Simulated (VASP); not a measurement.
# MgO (Fm-3m) in VASP: a series of runs, part 3 of 3

VASP 6.6.1.

## Step 5: Vibrations by perturbation theory, PBE

This run uses another cell than the first one, of 9.83 Å³/atom, 1.095 times its volume.

File INCAR:

```
PREC = Accurate ; ENCUT = 520
EDIFF = 1E-8 ; ISMEAR = 0
SIGMA = 0.01 ; LREAL = F
LASPH = T ; NELM = 60
ALGO = Normal ; ISIF = 2
LWAVE = F ; LCHARG = F
GGA = PE ; IBRION = 8
NSW = 1 ; LEPSILON = T
```

File KPOINTS:

```
regular mesh
0
Gamma
  10 10 10
```

File POSCAR:

```
MgO
1.0
    0.0000000000      2.1417990665      2.1417990665
    2.1417990665      0.0000000000      2.1417990665
    2.1417990665      2.1417990665      0.0000000000
Mg O
1 1
Direct
    0.0000000000      0.0000000000      0.0000000000
    0.5000000000      0.5000000000      0.5000000000
```

Potentials or basis: VASP PAW PBE potentials, release 64 (Mg, O).

The run is started by

```bash
$ cat potpaw_PBE.64/Mg/POTCAR potpaw_PBE.64/O/POTCAR > POTCAR
$ mpirun -np 1 vasp_std > vasp.out
```

OUTCAR:

```text
PREC = Accurate
   ENCUT = 520
   EDIFF = 1E-8
   ISMEAR = 0
   LREAL = F
   LASPH = T
   NELM = 60
   ISIF = 2
   GGA = PE
   IBRION = 8
   NSW = 1
   LEPSILON = T

 ion  position               nearest neighbor table
   1  0.000  0.000  0.000-   2 2.14   2 2.14   2 2.14   2 2.14   2 2.14   2 2.14
   2  0.500  0.500  0.500-   1 2.14   1 2.14   1 2.14   1 2.14   1 2.14   1 2.14

  LATTYP: Found a face centered cubic cell.
 ALAT       =     4.2835981330

  Lattice vectors:

 A1 = (   0.0000000000,   2.1417990665,   2.1417990665)
 A2 = (   2.1417990665,   0.0000000000,   2.1417990665)
 A3 = (   2.1417990665,   2.1417990665,   0.0000000000)

Analysis of symmetry for initial positions (statically):
=====================================================================
 Subroutine PRICEL returns:
 Original cell was already a primitive cell.

 Routine SETGRP: Setting up the symmetry group for a
 face centered cubic supercell.

 Subroutine GETGRP returns: Found 48 space group operations
 (whereof 48 operations were pure point group operations)
 out of a pool of 48 trial point group operations.

The static configuration has the point symmetry O_h .

Analysis of symmetry for dynamics (positions and initial velocities):
=====================================================================
 Subroutine PRICEL returns:
 Original cell was already a primitive cell.

 Routine SETGRP: Setting up the symmetry group for a
 face centered cubic supercell.

 Subroutine GETGRP returns: Found 48 space group operations
 (whereof 48 operations were pure point group operations)
 out of a pool of 48 trial point group operations.

The dynamic configuration has the point symmetry O_h .

 Subroutine INISYM returns: Found 48 space group operations
 (whereof 48 operations are pure point group operations),
 and found     1 'primitive' translations

----------------------------------------------------------------------------------------

                                     Primitive cell

  volume of cell :      19.6502

  direct lattice vectors                    reciprocal lattice vectors
     0.000000000  2.141799066  2.141799066    -0.233448603  0.233448603  0.233448603
     2.141799066  0.000000000  2.141799066     0.233448603 -0.233448603  0.233448603
     2.141799066  2.141799066  0.000000000     0.233448603  0.233448603 -0.233448603

  length of vectors
     3.028961288  3.028961288  3.028961288     0.404344841  0.404344841  0.404344841

  position of ions in fractional coordinates (direct lattice)
     0.000000000  0.000000000  0.000000000
     0.500000000  0.500000000  0.500000000

[... 453 lines left out ...]
    -0.00012  0.00000 -0.00000
     0.00000 -0.00012  0.00000
    -0.00000 -0.00000 -0.00014

--------------------------------------- Ionic step        4  -------------------------------------------

------------------------ aborting loop because EDIFF is reached ----------------------------------------

[... ionic steps 5 to 6 ...]

--------------------------------------- Ionic step        7  -------------------------------------------

 Free energy of the ion-electron system (eV)
  ---------------------------------------------------
  ---------------------------------------------------
  free energy    TOTEN  =        -0.36017093 eV

  energy without entropy =       -0.36017093

------------------------ aborting loop because EDIFF is reached ----------------------------------------

 INTERNAL STRAIN TENSOR  FOR ION    2  DIRECTION 1   (eV/Angst):
 -----------------------------------------------------------------------------
    -0.00451 -0.00000  0.00000
     0.00000  0.00695  0.00000
     0.00000  0.00000  0.00695

 MACROSCOPIC STATIC DIELECTRIC TENSOR (including local field effects in DFT)
 ------------------------------------------------------
           3.199885    -0.000000     0.000000
          -0.000000     3.199885     0.000000
          -0.000000    -0.000000     3.199885
 ------------------------------------------------------

 PIEZOELECTRIC TENSOR (including local field effects)  for field in x, y, z        (e  Angst)
          XX          YY          ZZ          XY          YZ          ZX
  --------------------------------------------------------------------------------
  x     0.00000     0.00000     0.00000     0.00000     0.00000     0.00000
  y     0.00000     0.00000     0.00000     0.00000     0.00000     0.00000
  z     0.00000     0.00000     0.00000     0.00000     0.00000     0.00000

 PIEZOELECTRIC TENSOR (including local field effects)  for field in x, y, z        (C/m^2)
          XX          YY          ZZ          XY          YZ          ZX
  --------------------------------------------------------------------------------
  x     0.00000     0.00000     0.00000     0.00000     0.00000     0.00000
  y     0.00000     0.00000     0.00000     0.00000     0.00000     0.00000
  z     0.00000     0.00000     0.00000     0.00000     0.00000     0.00000

 BORN EFFECTIVE CHARGES (including local field effects) (in |e|, cummulative output)
 ---------------------------------------------------------------------------------
 ion    1
    1     1.99047     0.00000    -0.00000
    2    -0.00000     1.99047     0.00000
    3     0.00000    -0.00000     1.99047
 ion    2
    1    -1.99047    -0.00000     0.00000
    2     0.00000    -1.99047     0.00000
    3     0.00000     0.00000    -1.99047

 INTERNAL STRAIN TENSOR FOR ION    2 for displacements in x,y,z  (eV/Angst):
          X           Y           Z          XY          YZ          ZX
  --------------------------------------------------------------------------------
  x     0.00000     0.00000     0.00000     0.00000     0.00000     0.00000
  y     0.00000     0.00000     0.00000     0.00000     0.00000     0.00000
  z     0.00000     0.00000     0.00000     0.00000     0.00000     0.00000

 SECOND DERIVATIVES (NOT SYMMETRIZED)
 ------------------------------------
               1X          1Y          1Z          2X          2Y          2Z
  1X    -4.295880    0.000000    0.000000    4.295880    0.000000    0.000000
  1Y     0.000000   -4.295880    0.000000    0.000000    4.295880    0.000000
  1Z     0.000000    0.000000   -4.295880    0.000000    0.000000    4.295880
  2X     4.289151    0.000000    0.000000   -4.289151    0.000000    0.000000
  2Y     0.000000    4.289151    0.000000    0.000000   -4.289151    0.000000
  2Z     0.000000    0.000000    4.289151    0.000000    0.000000   -4.289151

 Eigenvectors and eigenvalues of the dynamical matrix
 ----------------------------------------------------

   1 f  =   10.426613 THz    65.512343 2PiTHz  347.794379 cm-1    43.120988 meV
             X         Y         Z           dx          dy          dz
      0.000000  0.000000  0.000000    -0.325545    0.539786    0.000000
      2.141799  2.141799  2.141799     0.400920   -0.664766    0.000000
[... 21 lines left out ...]
   6 f/i=    0.003999 THz     0.025127 2PiTHz    0.133393 cm-1     0.016539 meV
             X         Y         Z           dx          dy          dz
      0.000000  0.000000  0.000000    -0.002164   -0.221945   -0.743900
      2.141799  2.141799  2.141799    -0.001757   -0.180218   -0.604042

--------------------------------------------------------------------------------------------------------

 MACROSCOPIC STATIC DIELECTRIC TENSOR IONIC CONTRIBUTION
 ------------------------------------------------------
           8.499581     0.000000    -0.000000
           0.000000     8.499581    -0.000000
          -0.000000    -0.000000     8.499581
 ------------------------------------------------------

 ELASTIC MODULI CONTR FROM IONIC RELAXATION (kBar)
 Direction    XX          YY          ZZ          XY          YZ          ZX
 --------------------------------------------------------------------------------
 XX           0.0000      0.0000      0.0000      0.0000      0.0000      0.0000
 YY           0.0000      0.0000      0.0000      0.0000      0.0000      0.0000
 ZZ           0.0000      0.0000      0.0000      0.0000      0.0000      0.0000
 XY           0.0000      0.0000      0.0000      0.0000      0.0000      0.0000
 YZ           0.0000      0.0000      0.0000      0.0000      0.0000      0.0000
 ZX           0.0000      0.0000      0.0000      0.0000      0.0000      0.0000
 --------------------------------------------------------------------------------

 PIEZOELECTRIC TENSOR IONIC CONTR  for field in x, y, z        (C/m^2)
          XX          YY          ZZ          XY          YZ          ZX
  --------------------------------------------------------------------------------
  x     0.00000     0.00000     0.00000     0.00000     0.00000     0.00000
  y     0.00000     0.00000     0.00000     0.00000     0.00000     0.00000
  z     0.00000     0.00000     0.00000     0.00000     0.00000     0.00000
```

OSZICAR:

```text
N       E                     dE             d eps       ncg     rms          rms(c)
DAV:   1     0.993956825320E+01    0.99396E+01   -0.48115E+03   912   0.883E+02
DAV:   2    -0.132044035299E+02   -0.23144E+02   -0.22704E+02   984   0.134E+02
[... 126 lines left out ...]
RMM:   6    -0.360180784716E+00    0.38623E-05   -0.87258E-08  2805   0.309E-03    0.929E-04
RMM:   7    -0.360170477463E+00    0.10307E-04   -0.17954E-08  2706   0.157E-03    0.124E-04
RMM:   8    -0.360170752855E+00   -0.27539E-06   -0.32314E-10  2619   0.143E-04    0.264E-05
RMM:   9    -0.360170943532E+00   -0.19068E-06   -0.27449E-10  2763   0.840E-05    0.476E-06
RMM:  10    -0.360170926402E+00    0.17129E-07   -0.31606E-10  2554   0.145E-05    0.139E-06
RMM:  11    -0.360170927931E+00   -0.15290E-08   -0.17328E-10  2368   0.108E-05    0.170E-07
 Linear response finished
```

It took 75 s on 1 thread of AMD EPYC 9R45 (Zen 5), shared host; peak memory 0.15 GiB.

Results:

- Electronic dielectric tensor (diagonal): 3.20
- Born charges (mean of the diagonal): Mg +1.99; O -1.99 e
- Highest phonon frequency at Γ, LO-TO splitting left out: 348 cm⁻¹

Phonon frequencies in cm⁻¹ (negative: imaginary):
```csv
q point,frequencies
"(0.000, 0.000, 0.000)",0 0 0 348 348 348
```

Electronic dielectric tensor:
```
3.20 0.00 0.00
0.00 3.20 0.00
0.00 0.00 3.20
```

Born effective charge tensors (e):
atom 1, Mg
```
1.99 0.00 0.00
0.00 1.99 0.00
0.00 0.00 1.99
```
atom 2, O
```
-1.99  0.00  0.00
 0.00 -1.99  0.00
 0.00  0.00 -1.99
```

Caveat: the cell wasn't relaxed at this level first, which shifts response properties.

## Step 6: Vibrations by perturbation theory, PBE

This run uses another cell than the first one, of 8.64 Å³/atom, 0.963 times its volume.

File INCAR:

```
SYSTEM = MgO
  ALGO = Normal
  EDIFF = 1E-8
  ENCUT = 520
  GGA = PE
  IBRION = 8
  ISIF = 2
  ISMEAR = 0
  LASPH = .True.
  LCHARG = .False.
  LEPSILON = .True.
  LREAL = .False.
  LWAVE = .False.
  NBANDS = 11
  NELM = 100
  NSW = 1
  PREC = Accurate
  SIGMA = 0.01
```

File KPOINTS:

```
k-points
0
Gamma
  10 10 10
  0 0 0
```

File POSCAR:

```
MgO
1.0
    0.0000000000      2.0519905552      2.0519905552
    2.0519905552      0.0000000000      2.0519905552
    2.0519905552      2.0519905552      0.0000000000
Mg O
1 1
Direct
    0.0000000000      0.0000000000      0.0000000000
    0.5000000000      0.5000000000      0.5000000000
```

Potentials or basis: VASP PAW PBE potentials, release 64 (Mg, O).

The run is started by

```bash
$ cat potpaw_PBE.64/Mg/POTCAR potpaw_PBE.64/O/POTCAR > POTCAR
$ mpirun -np 1 vasp_std > vasp.out
```

OUTCAR:

```text
SYSTEM = MgO
   EDIFF = 1E-8
   ENCUT = 520
   GGA = PE
   IBRION = 8
   ISIF = 2
   ISMEAR = 0
   LASPH = .True.
   LEPSILON = .True.
   LREAL = .False.
   NELM = 100
   NSW = 1
   PREC = Accurate

 ion  position               nearest neighbor table
   1  0.000  0.000  0.000-   2 2.05   2 2.05   2 2.05   2 2.05   2 2.05   2 2.05
   2  0.500  0.500  0.500-   1 2.05   1 2.05   1 2.05   1 2.05   1 2.05   1 2.05

  LATTYP: Found a face centered cubic cell.
 ALAT       =     4.1039811104

  Lattice vectors:

 A1 = (   0.0000000000,   2.0519905552,   2.0519905552)
 A2 = (   2.0519905552,   0.0000000000,   2.0519905552)
 A3 = (   2.0519905552,   2.0519905552,   0.0000000000)

Analysis of symmetry for initial positions (statically):
=====================================================================
 Subroutine PRICEL returns:
 Original cell was already a primitive cell.

 Routine SETGRP: Setting up the symmetry group for a
 face centered cubic supercell.

 Subroutine GETGRP returns: Found 48 space group operations
 (whereof 48 operations were pure point group operations)
 out of a pool of 48 trial point group operations.

The static configuration has the point symmetry O_h .

Analysis of symmetry for dynamics (positions and initial velocities):
=====================================================================
 Subroutine PRICEL returns:
 Original cell was already a primitive cell.

[... 596 lines left out ...]
  z     0.00000     0.00000     0.00000     0.00000     0.00000     0.00000

 PIEZOELECTRIC TENSOR (including local field effects)  for field in x, y, z        (C/m^2)
          XX          YY          ZZ          XY          YZ          ZX
  --------------------------------------------------------------------------------
  x     0.00000     0.00000     0.00000     0.00000     0.00000     0.00000
  y     0.00000     0.00000     0.00000     0.00000     0.00000     0.00000
  z     0.00000     0.00000     0.00000     0.00000     0.00000     0.00000

 BORN EFFECTIVE CHARGES (including local field effects) (in |e|, cummulative output)
 ---------------------------------------------------------------------------------
 ion    1
    1     1.93755     0.00000    -0.00000
    2     0.00000     1.93755    -0.00000
    3    -0.00000    -0.00000     1.93755
 ion    2
    1    -1.93755    -0.00000     0.00000
    2    -0.00000    -1.93755     0.00000
    3     0.00000     0.00000    -1.93755

 INTERNAL STRAIN TENSOR FOR ION    2 for displacements in x,y,z  (eV/Angst):
          X           Y           Z          XY          YZ          ZX
  --------------------------------------------------------------------------------
  x     0.00000     0.00000     0.00000     0.00000     0.00000     0.00000
  y     0.00000     0.00000     0.00000     0.00000     0.00000     0.00000
  z     0.00000     0.00000     0.00000     0.00000     0.00000     0.00000

 SECOND DERIVATIVES (NOT SYMMETRIZED)
 ------------------------------------
               1X          1Y          1Z          2X          2Y          2Z
  1X    -7.823021    0.000000    0.000000    7.823021    0.000000    0.000000
  1Y     0.000000   -7.823021    0.000000    0.000000    7.823021    0.000000
  1Z     0.000000    0.000000   -7.823021    0.000000    0.000000    7.823021
  2X     7.804633    0.000000    0.000000   -7.804633    0.000000    0.000000
  2Y     0.000000    7.804633    0.000000    0.000000   -7.804633    0.000000
  2Z     0.000000    0.000000    7.804633    0.000000    0.000000   -7.804633

 Eigenvectors and eigenvalues of the dynamical matrix
 ----------------------------------------------------

   1 f  =   14.067007 THz    88.385609 2PiTHz  469.224833 cm-1    58.176439 meV
             X         Y         Z           dx          dy          dz
      0.000000  0.000000  0.000000     0.630505   -0.000000   -0.000000
      2.051991  2.051991  2.051991    -0.776185    0.000000   -0.000000
[... 21 lines left out ...]
   6 f/i=    0.008100 THz     0.050895 2PiTHz    0.270196 cm-1     0.033500 meV
             X         Y         Z           dx          dy          dz
      0.000000  0.000000  0.000000    -0.750381   -0.003414    0.198443
      2.051991  2.051991  2.051991    -0.609544   -0.002773    0.161197

--------------------------------------------------------------------------------------------------------

 MACROSCOPIC STATIC DIELECTRIC TENSOR IONIC CONTRIBUTION
 ------------------------------------------------------
           5.030993    -0.000000     0.000000
          -0.000000     5.030993    -0.000000
           0.000000    -0.000000     5.030993
 ------------------------------------------------------

 ELASTIC MODULI CONTR FROM IONIC RELAXATION (kBar)
 Direction    XX          YY          ZZ          XY          YZ          ZX
 --------------------------------------------------------------------------------
 XX           0.0000      0.0000      0.0000      0.0000      0.0000      0.0000
 YY           0.0000      0.0000      0.0000      0.0000      0.0000      0.0000
 ZZ           0.0000      0.0000      0.0000      0.0000      0.0000      0.0000
 XY           0.0000      0.0000      0.0000      0.0000      0.0000      0.0000
 YZ           0.0000      0.0000      0.0000      0.0000      0.0000      0.0000
 ZX           0.0000      0.0000      0.0000      0.0000      0.0000      0.0000
 --------------------------------------------------------------------------------

 PIEZOELECTRIC TENSOR IONIC CONTR  for field in x, y, z        (C/m^2)
          XX          YY          ZZ          XY          YZ          ZX
  --------------------------------------------------------------------------------
  x     0.00000     0.00000     0.00000     0.00000     0.00000     0.00000
  y     0.00000     0.00000     0.00000     0.00000     0.00000     0.00000
  z     0.00000     0.00000     0.00000     0.00000     0.00000     0.00000
```

OSZICAR:

```text
N       E                     dE             d eps       ncg     rms          rms(c)
DAV:   1     0.118809316066E+02    0.11881E+02   -0.47688E+03  1218   0.651E+02
DAV:   2    -0.129261460410E+02   -0.24807E+02   -0.24061E+02  1199   0.135E+02
DAV:   3    -0.133912891140E+02   -0.46514E+00   -0.46475E+00  1238   0.153E+01
[... 122 lines left out ...]
RMM:   4    -0.359807580661E+00   -0.25908E-02   -0.40043E-04  3207   0.143E-01    0.213E-02
RMM:   5    -0.359902065953E+00   -0.94485E-04   -0.50699E-06  3684   0.226E-02    0.165E-03
RMM:   6    -0.359901335786E+00    0.73017E-06   -0.89088E-08  3828   0.216E-03    0.923E-04
RMM:   7    -0.359892075977E+00    0.92598E-05   -0.14004E-08  3793   0.110E-03    0.122E-04
RMM:   8    -0.359891703099E+00    0.37288E-06   -0.43646E-11  3840   0.710E-05    0.348E-05
RMM:   9    -0.359891706415E+00   -0.33154E-08   -0.23550E-11  3940   0.513E-05    0.306E-06
 Linear response finished
```

stdout:

```text
POSCAR found type information on POSCAR MgO
 POSCAR found :  2 types and       2 ions
 scaLAPACK will be used
 LDA part: xc-table for (Slater+PW92), standard interpolation
 POSCAR, INCAR and KPOINTS ok, starting setup
 FFT: planning ... GRIDC
 FFT: planning ... GRID_SOFT
 FFT: planning ... GRID
 WAVECAR not read
 entering main loop
[... 23 lines left out ...]
  Direction:   3
 dielectric tensor                  component  3 :     0.035     0.236     3.045
 Linear response DOF=           2
 Linear response progress:
 first order change of Fermi-energy   0.49027E-04
 force on displaced ion       1 direction 1 :  -7.823   0.000   0.000
 Born effective charge ion    1 direction 1 :   1.937   0.000   0.000
 Linear response progress:
 first order change of Fermi-energy   0.12717E-02
 force on displaced ion       2 direction 1 :  -7.805   0.000   0.000
 Born effective charge ion    2 direction 1 :  -1.938   0.000   0.000
 Born effective charges drift removed
 Linear response finished
```

Run time: 78 s. Hardware: 1 thread of Intel Xeon 6975P-C (Granite Rapids), shared host; peak memory 0.19 GiB.

Results:

| Quantity | Value |
| --- | --- |
| Electronic dielectric tensor (diagonal) | 3.05 |
| Born charges (mean of the diagonal) | Mg +1.94; O -1.94 e |
| Highest phonon frequency at Γ, LO-TO splitting left out | 469 cm⁻¹ |

Phonon frequencies in cm⁻¹ (negative: imaginary):
| q point | frequencies |
| --- | --- |
| (0.000, 0.000, 0.000) | 0 0 0 469 469 469 |

Electronic dielectric tensor:
```
3.05 0.00 0.00
0.00 3.05 0.00
0.00 0.00 3.05
```

Born effective charge tensors (e):
atom 1, Mg
```
1.94 0.00 0.00
0.00 1.94 0.00
0.00 0.00 1.94
```
atom 2, O
```
-1.94  0.00  0.00
 0.00 -1.94  0.00
 0.00  0.00 -1.94
```

Caveat: the cell wasn't relaxed at this level first, which shifts response properties.
